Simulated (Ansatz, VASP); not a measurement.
Two plane-wave programs on Fe

Contents of INCAR:

```
SYSTEM = Fe
PREC     = Accurate       ! precision mode
ENCUT    = 520            ! plane-wave cutoff, eV
EDIFF    = 1E-6           ! SCF threshold, eV
ISMEAR   = 0              ! smearing method
SIGMA    = 0.15           ! smearing width, eV
LREAL    = .FALSE.        ! projectors in reciprocal space
LASPH    = .TRUE.         ! aspherical terms in the spheres
NELM     = 150            ! most SCF steps
ALGO     = Fast           ! electronic algorithm
ISIF     = 2              ! what is computed and relaxed
LWAVE    = .FALSE.        ! write WAVECAR
LCHARG   = .TRUE.         ! write CHGCAR
ISPIN    = 2              ! spin polarisation
MAGMOM   = 2.44           ! initial moments
LORBIT   = 11             ! projections on sites
LMAXMIX  = 4              ! l up to which the mixer works
GGA      = PE             ! functional
LELF     = .TRUE.         ! ELF
LVHAR    = .TRUE.       
NBANDS   = 14             ! bands
```

KPOINTS

```
regular mesh
0
G
  12 12 12
  0 0 0
```

The input POSCAR:

```
Fe
1.0
   -1.4030968859      1.4030968859      1.4030968859
    1.4030968859     -1.4030968859      1.4030968859
    1.4030968859      1.4030968859     -1.4030968859
Fe
1
Direct
    0.0000000000      0.0000000000      0.0000000000
```

Input for Ansatz:

```yaml
crystal:
  lattice:
    - [-1.4030968859, 1.4030968859, 1.4030968859]
    - [1.4030968859, -1.4030968859, 1.4030968859]
    - [1.4030968859, 1.4030968859, -1.4030968859]
  atoms:
    - { symbol: Fe, position: [0.0, 0.0, 0.0], spin: 2.44 }
basis:
  ecutwfc: 520.0
kpoints:
  mp_grid: { grid: [12, 12, 12] }
hamiltonian:
  xc: pbe
scf:
  occupations: { method: gaussian, width: 0.15 }
output:
  forces: true
  stress: true
  eigenvalues: true
  populations: true
magnetization:
  spin_polarized: true
```

Alike in both runs: task single point; functional PBE; k mesh 12 × 12 × 12; occupations gaussian, width 0.15 eV; collinear spin.

|  | VASP | Ansatz |
| --- | --- | --- |
| version | VASP 6.6.1 | Ansatz 0.2.0 |
| potentials or method | VASP PAW PBE potentials, release 64 (Fe), cutoff 520 eV | scalar-relativistic, plane waves, PAW |
| valence electrons in the cell | 8 | 16 |

Ansatz gave:

```
gap on the k mesh at the Fermi level (eV)                     : none
pressure (GPa)                                                : 5.1
net moment per atom (μB)                                      : 2.10
size of the moment on the site where the two differ most (μB) : 2.14
```

Q: Estimate VASP's values.

A: gap on the k mesh at the Fermi level (eV): none; pressure (GPa): 5.1; net moment per atom (μB): 2.13; size of the moment on the site where the two differ most (μB): 2.12.

Site moments also hang on the region over which each program counts them. A gap of «none» marks a metal or a gap that the smearing closes. VASP's potentials hold 8 valence electrons a cell and Ansatz's 16, so a difference there can come from the potentials and not from the codes.
